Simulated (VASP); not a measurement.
# AlNi in VASP: notebook, part 2 of 2

VASP 6.6.1. The steps go on from the part before.

### Step 5. Single point, r2SCAN

Contents of POSCAR:

```
AlNi
1.0
    2.8942417658      0.0000000000      0.0000000000
    0.0000000000      2.8942417658      0.0000000000
    0.0000000000      0.0000000000      2.8941449120
Al Ni
1 1
Direct
    0.0000000000      0.0000000000      0.0000000000
    0.5000000000      0.5000000000      0.5000000000
```

Contents of INCAR.step1:

```
PREC = Accurate
ENCUT = 660
ISMEAR = 1
SIGMA = 0.15
LREAL = False
LASPH = True
NELM = 120
NBANDS = 14
GGA = PE
ALGO = Normal
EDIFF = 1E-5
LWAVE = True
LCHARG = False
GGA_COMPAT = False
```

Contents of INCAR.step2:

```
PREC = Accurate
ENCUT = 660
EDIFF = 1E-6
ISMEAR = 1
SIGMA = 0.15
LREAL = False
LASPH = True
NELM = 120
ALGO = Normal
ISIF = 2
LWAVE = False
LCHARG = False
METAGGA = R2SCAN
LMIXTAU = True
NBANDS = 14
ISTART = 1
GGA_COMPAT = False
```

Contents of KPOINTS:

```
regular mesh
0
Gamma
  20 20 20
```

Potentials or basis: VASP PAW PBE potentials, release 64 (Al, Ni).

Command:

```console
cat potpaw_PBE.64/Al/POTCAR potpaw_PBE.64/Ni/POTCAR > POTCAR
cp INCAR.step1 INCAR
mpirun -np 1 vasp_std > vasp.out
cp INCAR.step2 INCAR
mpirun -np 1 vasp_std > vasp.out
```

OUTCAR:

```text
PREC = Accurate
   ENCUT = 660
   EDIFF = 1E-6
   ISMEAR = 1
   LREAL = False
   LASPH = True
   NELM = 120
   ISIF = 2
   METAGGA = R2SCAN
   ISTART = 1

 ion  position               nearest neighbor table
   1  0.000  0.000  0.000-   2 2.51   2 2.51   2 2.51   2 2.51   2 2.51   2 2.51   2 2.51   2 2.51

   2  0.500  0.500  0.500-   1 2.51   1 2.51   1 2.51   1 2.51   1 2.51   1 2.51   1 2.51   1 2.51

  LATTYP: Found a simple tetragonal cell.
 ALAT       =     2.8942417658
 C/A-ratio  =     0.9999665357

  Lattice vectors:

 A1 = (   2.8942417658,   0.0000000000,   0.0000000000)
 A2 = (   0.0000000000,   2.8942417658,   0.0000000000)
 A3 = (   0.0000000000,   0.0000000000,   2.8941449120)

Analysis of symmetry for initial positions (statically):
=====================================================================
 Subroutine PRICEL returns:
 Original cell was already a primitive cell.

 Routine SETGRP: Setting up the symmetry group for a
 simple tetragonal supercell.

 Subroutine GETGRP returns: Found 16 space group operations
 (whereof 16 operations were pure point group operations)
 out of a pool of 16 trial point group operations.

The static configuration has the point symmetry D_4h.

Analysis of symmetry for dynamics (positions and initial velocities):
=====================================================================
 Subroutine PRICEL returns:
 Original cell was already a primitive cell.

 Routine SETGRP: Setting up the symmetry group for a
 simple tetragonal supercell.

 Subroutine GETGRP returns: Found 16 space group operations
 (whereof 16 operations were pure point group operations)
 out of a pool of 16 trial point group operations.

The dynamic configuration has the point symmetry D_4h.

 Subroutine INISYM returns: Found 16 space group operations
 (whereof 16 operations are pure point group operations),
 and found     1 'primitive' translations

----------------------------------------------------------------------------------------

                                     Primitive cell

  volume of cell :      24.2432

  direct lattice vectors                    reciprocal lattice vectors
     2.894241766  0.000000000  0.000000000     0.345513637  0.000000000  0.000000000
     0.000000000  2.894241766  0.000000000     0.000000000  0.345513637  0.000000000
     0.000000000  0.000000000  2.894144912     0.000000000  0.000000000  0.345525200

  length of vectors
     2.894241766  2.894241766  2.894144912     0.345513637  0.345513637  0.345525200

  position of ions in fractional coordinates (direct lattice)
     0.000000000  0.000000000  0.000000000
     0.500000000  0.500000000  0.500000000

  ion indices of the primitive-cell ions
   primitive index   ion index
                 1           1
                 2           2

----------------------------------------------------------------------------------------

 KPOINTS: regular mesh

Automatic generation of k-mesh.
[... 26 lines left out ...]
  0.150000  0.000000  0.000000      4.000000
  0.200000  0.000000  0.000000      4.000000
  0.250000  0.000000  0.000000      4.000000
[... 16 lines left out ...]
  0.150000  0.100000  0.000000      8.000000
  0.200000  0.100000  0.000000      8.000000
 [... further k-points ...]
   k-points           NKPTS =    726   k-points in BZ     NKDIM =    726   number of bands    NBANDS=     14
   number of dos      NEDOS =    301   number of ions     NIONS =      2
   total plane-waves  NPLWV =  13824
   dimension x,y,z NGX =    24 NGY =   24 NGZ =   24
   dimension x,y,z NGXF=    48 NGYF=   48 NGZF=   48
   ions per type =               1   1
   NGX,Y,Z   is equivalent  to a cutoff of  13.79, 13.79, 13.79 a.u.
   NGXF,Y,Z  is equivalent  to a cutoff of  27.57, 27.57, 27.57 a.u.
 SYSTEM =  unknown system
   PREC   = accura    normal or accurate (medium, high low for compatibility)
   ISTART =      1    job   : 0-new  1-cont  2-samecut
   ICHARG =      0    charge: 1-file 2-atom 10-const
   ISPIN  =      1    spin polarized calculation?
   LNONCOLLINEAR =      F non collinear calculations
   LSORBIT =      F    spin-orbit coupling
   LASPH  =      T    aspherical Exc in radial PAW
   ENCUT  =  660.0 eV  48.51 Ry    6.96 a.u.   6.06  6.06  6.06*2*pi/ulx,y,z
   NELM   =    120;   NELMIN=  2; NELMDL=  0     # of ELM steps
   EDIFF  = 0.1E-05   stopping-criterion for ELM
   LREAL  =      F    real-space projection
   EDIFFG = 0.1E-04   stopping-criterion for IOM
   NSW    =      0    number of steps for IOM
   IBRION =     -1    ionic relax: 0-MD 1-quasi-New 2-CG
   NFREE  =      0    steps in history (QN), initial steepest desc. (CG)
   ISIF   =      2    stress and relaxation
   ISYM   =      2    0-nonsym 1-usesym 2-fastsym
   POTIM  = 0.5000    time-step for ionic-motion
   TEBEG  =    0.0;   TEEND  =   0.0 temperature during run
   PSTRESS=    0.0 pullay stress
   NELECT =      13.0000    total number of electrons
   NUPDOWN=      -1.0000    fix difference up-down
   EMIN   =  10.00;   EMAX   =-10.00  energy-range for DOS
   EFERMI =   0.00;   METHOD = LEGACY
   ISMEAR =     1;   SIGMA  =   0.15  broadening in eV -4-tet -1-fermi 0-gaus
   EFERMI_NEDOS =   21; number of points for ismear=-14 and -15
   IALGO  =     38    algorithm
   IMIX   =      4    mixing-type and parameters
     AMIX     =   0.40;   BMIX     =  1.00
     AMIX_MAG =   1.60;   BMIX_MAG =  1.00
  volume/ion in A,a.u.               =      12.12        81.80
  Fermi-wavevector in a.u.,A,eV,Ry     =   1.330024  2.513380 24.068197  1.768963
  Thomas-Fermi vector in A             =   2.459142
   LORBIT       =      0    0 simple, 1 ext, 2 COOP (PROOUT), +10 PAW based schemes
   METAGGA = R2SCAN    functional components
   LHFCALC =     F    Hartree Fock is set to
   AEXX    =    0.0000 exact exchange contribution
   IVDW    =     0    specifies the selected vdW correction
   LEPSILON=     F    determine dielectric tensor
   LRPA    =     F    only Hartree local field effects (RPA)
 non-spin polarized calculation
 Methfessel and Paxton  Order N= 1 SIGMA  =   0.15
  energy-cutoff  :      660.00
  volume of cell :       24.24
 maximum number of plane-waves:       968
   NGX = 13   NGY = 13   NGZ = 13

 number of electron      13.0000013 magnetization

 Free energy of the ion-electron system (eV)
  ---------------------------------------------------
  ext. energy  EPLUGINS =         0.00000000
  ---------------------------------------------------
  free energy    TOTEN  =       -20.05387448 eV

  energy without entropy =      -20.05303408  energy(sigma->0) =      -20.05359434

 E-fermi :   9.6984     XC(G=0): -12.9416

 val. band max:        9.6921272203   @ k =   0.2000   0.0500   0.3500
 cond. band min:       9.7059576684   @ k =   0.3500   0.2500   0.0000
 fundamental gap:      0.0138304481
 Fermi energy:         9.6983972346

 k-point     1 :       0.0000    0.0000    0.0000
  band No.  band energies     occupation
      1      -1.9036      2.00000
      2       6.4345      2.00000
      3       6.4345      2.00000
      4       8.1387      2.00000
      5       8.1388      2.00000
      6       8.1388      2.00000
      7      15.5392      0.00000
      8      15.5392      0.00000
      9      15.5405      0.00000
     10      18.0566      0.00000
     11      18.0569      0.00000
     12      24.4868      0.00000
     13      31.5706      0.00000
     14      31.5708      0.00000
[... 377 lines left out ...]
      1      -0.9530      2.00000
      2       6.2981      2.00000
      3       6.5951      2.00000
      4       7.7644      2.00000
      5       7.8748      2.00000
      6       8.0984      2.00000
      7      11.6651     -0.00000
      8      14.6974      0.00000
      9      16.7373      0.00000
     10      19.1855      0.00000
     11      22.3109      0.00000
     12      25.3614      0.00000
     13      27.3417      0.00000
     14      27.5329      0.00000

 [... further k-points ...]

------------------------ aborting loop because EDIFF is reached ----------------------------------------

  FORCE on cell =-STRESS in cart. coord.  units (eV):
  Direction    XX          YY          ZZ          XY          YZ          ZX
  --------------------------------------------------------------------------------------
  -------------------------------------------------------------------------------------
  Total       -0.8422230     -0.8422230     -0.8418591      0.0000000     -0.0000000      0.0000000
  in kB      -55.6605860    -55.6605860    -55.6365419      0.0000000     -0.0000000      0.0000000
  external PRESSURE =     -55.6525713 kB  Pullay stress =       0.0000000 kB

 VOLUME and BASIS-vectors are now :
 -----------------------------------------------------------------------------
  energy-cutoff  :      660.00
  volume of cell :       24.24
      direct lattice vectors                 reciprocal lattice vectors
     2.894241766  0.000000000  0.000000000     0.345513637  0.000000000  0.000000000
     0.000000000  2.894241766  0.000000000     0.000000000  0.345513637  0.000000000
     0.000000000  0.000000000  2.894144912     0.000000000  0.000000000  0.345525200

 POSITION                                       TOTAL-FORCE (eV/Angst)
 -----------------------------------------------------------------------------------
      0.00000      0.00000      0.00000         0.000000      0.000000      0.000000
      1.44712      1.44712      1.44707         0.000000      0.000000      0.000000
 -----------------------------------------------------------------------------------
    total drift:                                0.000000      0.000000     -0.000000

  FREE ENERGIE OF THE ION-ELECTRON SYSTEM (eV)
  ---------------------------------------------------
  free  energy   TOTEN  =       -20.0538744790 eV

  energy  without entropy=      -20.0530340753  energy(sigma->0) =      -20.05359434
```

OUTCAR.step1:

```text
PREC = Accurate
   ENCUT = 660
   ISMEAR = 1
   LREAL = False
   LASPH = True
[... 631 lines left out ...]
      0.00000      0.00000      0.00000         0.000000      0.000000      0.000000
      1.44712      1.44712      1.44707         0.000000      0.000000      0.000000
 -----------------------------------------------------------------------------------
    total drift:                                0.000000      0.000000     -0.000000

  FREE ENERGIE OF THE ION-ELECTRON SYSTEM (eV)
  ---------------------------------------------------
  free  energy   TOTEN  =       -10.5376977128 eV

  energy  without entropy=      -10.5368807682  energy(sigma->0) =      -10.53742540
```

Run time: 19 min. Hardware: 1 thread of Oxide Virtual Turin-like, shared host; peak memory 0.42 GiB.

What came out:

```yaml
Free_energy: -20.0539 eV
Pressure: -5.6 GPa
Band_gap_on_the_k_mesh: zero (an odd number of electrons rules out a gap without spin polarisation)
```

Caveat: the cell stands under tension; the PAW data sets were made with another functional, which shifts forces and pressure a little.

### Step 6. Summary

```csv
level,potentials or basis,cell,k mesh,cutoff (eV),smearing,gap on the mesh (eV),pressure (GPa)
LDA,"VASP PAW LDA potentials, release 64 (Al, Ni)","a = 2.894, b = 2.894, c = 2.890 Å, 2 atoms",20 × 20 × 18,600,gaussian 0.1 eV,none,-9.9
PBE,"VASP PAW PBE potentials, release 64 (Al, Ni)","a = 2.894 Å, 2 atoms",20 × 20 × 20,600,fermi-dirac 0.15 eV,none,-0.1
r2SCAN,"VASP PAW PBE potentials, release 64 (Al, Ni)","a = 2.894, b = 2.894, c = 2.890 Å, 2 atoms",20 × 20 × 18,660,gaussian 0.1 eV,none,-5.4
r2SCAN,"VASP PAW PBE potentials, release 64 (Al, Ni)","a = 2.894 Å, 2 atoms",20 × 20 × 20,660,methfessel-paxton 0.15 eV,none,-5.6
```

Alike in all rows: task single point; no spin polarisation.

Caveats: the cell stands under tension (at least some runs); the PAW data sets were made with another functional, which shifts forces and pressure a little (at least some runs).

Absolute energies hang on the potentials; compare differences alone.

The gap in the log of VASP goes by the Fermi energy; the results here count the filled bands.